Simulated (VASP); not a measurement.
# AlN (I4/mmm) in VASP: a series of runs, part 2 of 2

VASP 6.6.1.

**3. Single point, PBE (strain +0.030 along x and y, -0.030 along z)**

The input, INCAR:

```
SYSTEM = AlN
  PREC = Accurate
  ENCUT = 520
  EDIFF = 1E-7
  ISMEAR = 0
  SIGMA = 0.05
  LREAL = .FALSE.
  LASPH = .TRUE.
  NELM = 60
  ALGO = Normal
  ISIF = 2
  LWAVE = .FALSE.
  LCHARG = .FALSE.
  GGA = PE
  NBANDS = 11
```

The input, KPOINTS:

```
regular mesh
0
G
  10 10 10
  0 0 0
```

The input, POSCAR:

```
AlN
1.0
    0.0000000000      2.0955535400      1.9734824600
    2.0955535400      0.0000000000      1.9734824600
    2.0955535400      2.0955535400      0.0000000000
Al N
1 1
Direct
    0.5000000000      0.5000000000      0.5000000000
    0.0000000000      0.0000000000      0.0000000000
```

Potentials or basis: VASP PAW PBE potentials, release 64 (Al, N).

Launch:

```bash
> cat potpaw_PBE.64/Al/POTCAR potpaw_PBE.64/N/POTCAR > POTCAR
> mpirun -np 1 vasp_std > vasp.out
```

OUTCAR:

```text
SYSTEM = AlN
   PREC = Accurate
   ENCUT = 520
   EDIFF = 1E-7
   ISMEAR = 0
   LREAL = .FALSE.
   LASPH = .TRUE.
   NELM = 60
   ISIF = 2
   GGA = PE

 ion  position               nearest neighbor table
   1  0.500  0.500  0.500-   2 1.97   2 1.97   2 2.10   2 2.10   2 2.10   2 2.10
   2  0.000  0.000  0.000-   1 1.97   1 1.97   1 2.10   1 2.10   1 2.10   1 2.10

  LATTYP: Found a body centered tetragonal cell.
 ALAT       =     2.9635602369
 C/A-ratio  =     1.3318321898

  Lattice vectors:

 A1 = (   0.0000000000,  -2.0955535400,  -1.9734824600)
 A2 = (   0.0000000000,   2.0955535400,  -1.9734824600)
 A3 = (   2.0955535400,   0.0000000000,   1.9734824600)

Analysis of symmetry for initial positions (statically):
=====================================================================
 Subroutine PRICEL returns:
 Original cell was already a primitive cell.

 Routine SETGRP: Setting up the symmetry group for a
 body centered tetragonal supercell.

 Subroutine GETGRP returns: Found 16 space group operations
 (whereof 16 operations were pure point group operations)
 out of a pool of 16 trial point group operations.

The static configuration has the point symmetry D_4h.

Analysis of symmetry for dynamics (positions and initial velocities):
=====================================================================
 Subroutine PRICEL returns:
 Original cell was already a primitive cell.

 Routine SETGRP: Setting up the symmetry group for a
 body centered tetragonal supercell.

 Subroutine GETGRP returns: Found 16 space group operations
 (whereof 16 operations were pure point group operations)
 out of a pool of 16 trial point group operations.

The dynamic configuration has the point symmetry D_4h.

 Subroutine INISYM returns: Found 16 space group operations
 (whereof 16 operations are pure point group operations),
 and found     1 'primitive' translations

----------------------------------------------------------------------------------------

                                     Primitive cell
[... 114 lines left out ...]
  Thomas-Fermi vector in A             =   2.398444
   LORBIT       =      0    0 simple, 1 ext, 2 COOP (PROOUT), +10 PAW based schemes
   GGA     = PE    functional components
   LHFCALC =     F    Hartree Fock is set to
   AEXX    =    0.0000 exact exchange contribution
   IVDW    =     0    specifies the selected vdW correction
   LEPSILON=     F    determine dielectric tensor
   LRPA    =     F    only Hartree local field effects (RPA)
 non-spin polarized calculation
 Gauss-broadening in eV      SIGMA  =   0.05
  energy-cutoff  :      520.00
  volume of cell :       17.33
 maximum number of plane-waves:       499
 NGX is ok and might be reduce to    24
   NGX = 11   NGY = 11   NGZ = 11

 number of electron       8.0000001 magnetization

 Free energy of the ion-electron system (eV)
  ---------------------------------------------------
  ext. energy  EPLUGINS =         0.00000000
  ---------------------------------------------------
  free energy    TOTEN  =       -14.50596139 eV

  energy without entropy =      -14.50596139  energy(sigma->0) =      -14.50596139

 E-fermi :   9.7019     XC(G=0): -12.0582

 val. band max:        9.4977440089   @ k =   0.0000   0.0000   0.0000
 cond. band min:      13.2360677394   @ k =   0.5000   0.5000   0.0000
 fundamental gap:      3.7383237304
 Fermi energy:         9.7018556155

 k-point     1 :       0.0000    0.0000    0.0000
  band No.  band energies     occupation
      1      -7.7838      2.00000
      2       9.0273      2.00000
      3       9.4977      2.00000
      4       9.4977      2.00000
      5      14.3111      0.00000
      6      21.1520      0.00000
      7      21.1520      0.00000
      8      21.9186      0.00000
      9      25.8499      0.00000
     10      26.4312      0.00000
     11      26.5968      0.00000
[... 309 lines left out ...]
 k-point    24 :       0.4000    0.3000    0.0000
  band No.  band energies     occupation
      1      -4.7236      2.00000
      2       3.6631      2.00000
      3       6.5872      2.00000
      4       6.9564      2.00000
      5      15.0315      0.00000
      6      15.8810      0.00000
      7      21.4326      0.00000
      8      23.8918      0.00000
      9      24.7075      0.00000
     10      30.3108      0.00000
     11      33.7439      0.00000

 [... further k-points ...]
[... 5 lines left out ...]
  --------------------------------------------------------------------------------------
  -------------------------------------------------------------------------------------
  Total       -1.0789487     -1.0789487      0.4704925      0.0000000     -0.0000000      0.0000000
  in kB      -99.7356860    -99.7356860     43.4913079      0.0000000     -0.0000000      0.0000000
  external PRESSURE =     -51.9933547 kB  Pullay stress =       0.0000000 kB

 VOLUME and BASIS-vectors are now :
 -----------------------------------------------------------------------------
  energy-cutoff  :      520.00
  volume of cell :       17.33
      direct lattice vectors                 reciprocal lattice vectors
     0.000000000  2.095553540  1.973482460    -0.238600442  0.238600442  0.253359232
     2.095553540  0.000000000  1.973482460     0.238600442 -0.238600442  0.253359232
     2.095553540  2.095553540  0.000000000     0.238600442  0.238600442 -0.253359232

 POSITION                                       TOTAL-FORCE (eV/Angst)
 -----------------------------------------------------------------------------------
      2.09555      2.09555      1.97348         0.000000      0.000000      0.000000
      0.00000      0.00000      0.00000        -0.000000     -0.000000     -0.000000
 -----------------------------------------------------------------------------------
    total drift:                                0.000000     -0.000000     -0.000000

  FREE ENERGIE OF THE ION-ELECTRON SYSTEM (eV)
  ---------------------------------------------------
  free  energy   TOTEN  =       -14.5059613887 eV

  energy  without entropy=      -14.5059613887  energy(sigma->0) =      -14.50596139
```

stdout:

```text
POSCAR found type information on POSCAR AlN
 POSCAR found :  2 types and       2 ions
 scaLAPACK will be used
 LDA part: xc-table for (Slater+PW92), standard interpolation
 POSCAR, INCAR and KPOINTS ok, starting setup
 FFT: planning ... GRIDC
 FFT: planning ... GRID_SOFT
 FFT: planning ... GRID
 WAVECAR not read
 entering main loop
```

Wall time 6.9 s (1 thread of Intel Xeon 6975P-C (Granite Rapids), shared host); peak memory 0.14 GiB.

What came out:

```yaml
Free_energy: -14.5060 eV
Pressure: -5.2 GPa
Band_gap_on_the_k_mesh: 3.74 eV, indirect (least direct gap 4.81 eV)
```

Levels at points of the mesh, in eV from the valence-band top:
| k point | band 1 | band 2 | band 3 | band 4 | band 5 | band 6 | band 7 | band 8 | band 9 |
| --- | --- | --- | --- | --- | --- | --- | --- | --- | --- |
| (0.00, 0.00, 0.00) | -17.28 | -0.47 | 0.00 | 0.00 | 4.81 | 11.65 | 11.65 | 12.42 | 16.35 |
| (0.50, 0.00, 0.00) | -14.21 | -8.15 | -1.25 | -1.06 | 5.60 | 9.85 | 11.33 | 12.39 | 15.49 |
| (0.50, 0.50, 0.00) | -13.01 | -7.04 | -3.10 | -3.10 | 3.74 | 4.87 | 13.84 | 15.97 | 15.97 |
| (0.50, 0.00, 0.50) | -13.46 | -7.29 | -3.05 | -2.30 | 4.22 | 5.46 | 13.06 | 15.63 | 17.56 |

Caveat: the cell differs from its parent crystal (strain +0.030 along x and y, -0.030 along z). A k mesh can miss the band edges.

**4. Single point, PBE (strain +0.030 along x and y, -0.015 along z)**

The input, INCAR:

```
SYSTEM = AlN
ALGO = Normal ; EDIFF = 1E-7
ENCUT = 520 ; GGA = PE
ISIF = 2 ; ISMEAR = 0
LASPH = .TRUE. ; LCHARG = .TRUE.
LELF = .TRUE. ; LREAL = .FALSE.
LVHAR = .TRUE. ; LWAVE = .FALSE.
NBANDS = 11 ; NELM = 100
PREC = Accurate ; SIGMA = 0.05
```

The input, KPOINTS:

```
k-points
0
G
  10 10 10
  0 0 0
```

The input, POSCAR:

```
AlN
1.0
    0.0000000000      2.0955535400      2.0040002300
    2.0955535400      0.0000000000      2.0040002300
    2.0955535400      2.0955535400      0.0000000000
Al N
1 1
Direct
    0.5000000000      0.5000000000      0.5000000000
    0.0000000000      0.0000000000      0.0000000000
```

Potentials or basis: VASP PAW PBE potentials, release 64 (Al, N).

Launch:

```bash
> cat potpaw_PBE.64/Al/POTCAR potpaw_PBE.64/N/POTCAR > POTCAR
> mpirun -np 1 vasp_std > vasp.out
```

OUTCAR:

```text
SYSTEM = AlN
   EDIFF = 1E-7
   ENCUT = 520
   GGA = PE
   ISIF = 2
   ISMEAR = 0
   LASPH = .TRUE.
   LREAL = .FALSE.
   NELM = 100
   PREC = Accurate

 ion  position               nearest neighbor table
   1  0.500  0.500  0.500-   2 2.00   2 2.00   2 2.10   2 2.10   2 2.10   2 2.10
   2  0.000  0.000  0.000-   1 2.00   1 2.00   1 2.10   1 2.10   1 2.10   1 2.10

  LATTYP: Found a body centered tetragonal cell.
 ALAT       =     2.9635602369
 C/A-ratio  =     1.3524275329

  Lattice vectors:

 A1 = (   0.0000000000,  -2.0955535400,  -2.0040002300)
 A2 = (   0.0000000000,   2.0955535400,  -2.0040002300)
 A3 = (   2.0955535400,   0.0000000000,   2.0040002300)

Analysis of symmetry for initial positions (statically):
=====================================================================
 Subroutine PRICEL returns:
 Original cell was already a primitive cell.

 Routine SETGRP: Setting up the symmetry group for a
 body centered tetragonal supercell.

 Subroutine GETGRP returns: Found 16 space group operations
 (whereof 16 operations were pure point group operations)
 out of a pool of 16 trial point group operations.

The static configuration has the point symmetry D_4h.

[... 166 lines left out ...]
 Fermi energy:         9.5247551774

 k-point     1 :       0.0000    0.0000    0.0000
  band No.  band energies     occupation
      1      -7.8351      2.00000
      2       8.9266      2.00000
      3       9.2735      2.00000
      4       9.2735      2.00000
      5      13.9371      0.00000
      6      20.9602      0.00000
      7      20.9602      0.00000
      8      21.5271      0.00000
      9      25.7969      0.00000
     10      26.1285      0.00000
     11      26.3660      0.00000
[... 309 lines left out ...]
 k-point    24 :       0.4000    0.3000    0.0000
  band No.  band energies     occupation
      1      -4.8782      2.00000
      2       3.5438      2.00000
      3       6.4678      2.00000
      4       6.8627      2.00000
      5      14.7350      0.00000
      6      15.7461      0.00000
      7      20.9705      0.00000
      8      23.6371      0.00000
      9      24.4034      0.00000
     10      30.0491      0.00000
     11      33.2504      0.00000

 [... further k-points ...]
[... 5 lines left out ...]
  --------------------------------------------------------------------------------------
  -------------------------------------------------------------------------------------
  Total       -1.3594077     -1.3594077     -0.3444672      0.0000000      0.0000000      0.0000000
  in kB     -123.7471009   -123.7471009    -31.3569055      0.0000000      0.0000000      0.0000000
  external PRESSURE =     -92.9503691 kB  Pullay stress =       0.0000000 kB

 VOLUME and BASIS-vectors are now :
 -----------------------------------------------------------------------------
  energy-cutoff  :      520.00
  volume of cell :       17.60
      direct lattice vectors                 reciprocal lattice vectors
     0.000000000  2.095553540  2.004000230    -0.238600442  0.238600442  0.249500969
     2.095553540  0.000000000  2.004000230     0.238600442 -0.238600442  0.249500969
     2.095553540  2.095553540  0.000000000     0.238600442  0.238600442 -0.249500969

 POSITION                                       TOTAL-FORCE (eV/Angst)
 -----------------------------------------------------------------------------------
      2.09555      2.09555      2.00400         0.000000      0.000000     -0.000000
      0.00000      0.00000      0.00000         0.000000      0.000000      0.000000
 -----------------------------------------------------------------------------------
    total drift:                                0.000000     -0.000000     -0.000000

  FREE ENERGIE OF THE ION-ELECTRON SYSTEM (eV)
  ---------------------------------------------------
  free  energy   TOTEN  =       -14.5069544281 eV

  energy  without entropy=      -14.5069544281  energy(sigma->0) =      -14.50695443
```

stdout:

```text
POSCAR found type information on POSCAR AlN
 POSCAR found :  2 types and       2 ions
 scaLAPACK will be used
 LDA part: xc-table for (Slater+PW92), standard interpolation
 POSCAR, INCAR and KPOINTS ok, starting setup
 FFT: planning ... GRIDC
 FFT: planning ... GRID_SOFT
 FFT: planning ... GRID
 WAVECAR not read
 entering main loop
```

Wall time 7 s (1 thread of Intel Xeon 6975P-C (Granite Rapids), shared host); peak memory 0.14 GiB.

What came out:

| Property | Result |
| --- | --- |
| Free energy | -14.5070 eV |
| Pressure | -9.3 GPa |
| Band gap on the k mesh | 3.69 eV, indirect (least direct gap 4.66 eV) |

Stress tensor (GPa, compression positive):
```
-12.37   0.00   0.00
  0.00 -12.37   0.00
  0.00   0.00  -3.14
```

Caveat: the cell differs from its parent crystal (strain +0.030 along x and y, -0.015 along z). A k mesh can miss the band edges.

**5. Overview**

| cell | gap on the mesh (eV) | pressure (GPa) |
| --- | --- | --- |
| a = 2.856, b = 2.856, c = 2.920 Å, angles 59.3, 59.3, 61.5°, 2 atoms | 4.09 | 1.2 |
| a = 2.879, b = 2.879, c = 2.964 Å, angles 59.0, 59.0, 62.0°, 2 atoms | 3.74 | -5.2 |
| a = 2.900, b = 2.900, c = 2.964 Å, angles 59.3, 59.3, 61.5°, 2 atoms | 3.69 | -9.3 |

Alike in all rows: task single point; level PBE; potentials or basis VASP PAW PBE potentials, release 64 (Al, N); no spin polarisation; k mesh 10 × 10 × 10; cutoff (eV) 520; smearing gaussian 0.05 eV.

Absolute energies hang on the potentials; compare differences alone.
